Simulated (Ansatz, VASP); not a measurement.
## Ni: VASP beside Ansatz

```
Ni
1.0
     2.44585    0.00000    0.00000
    -1.22292    2.11817    0.00000
     0.00000    0.00000    4.03435
Ni
2
Direct
  0.33333 0.66667 0.25000
  0.66667 0.33333 0.75000
```

Alike in both runs: functional r2SCAN; k mesh 14 × 14 × 8; occupations fermi-dirac, width 0.1 eV; no spin polarisation.

Ansatz relaxed the structure, and its values are those at the end. VASP's run is a single point on that final structure, the one shown.

```csv
,VASP,Ansatz
version,VASP 6.6.1,Ansatz 0.2.0
potentials or method,"VASP PAW PBE potentials, release 64 (Ni), cutoff 520 eV","plane waves (500 eV) with PAW, scalar-relativistic"
valence electrons in the cell,20,36
```

VASP gave:

- pressure (GPa): 0.6

Estimate Ansatz's values.

pressure (GPa): 0.0.

VASP's potentials were made for PBE, not for r2SCAN. VASP's potentials hold 20 valence electrons a cell and Ansatz's 36, so a difference there can come from the potentials and not from the codes.
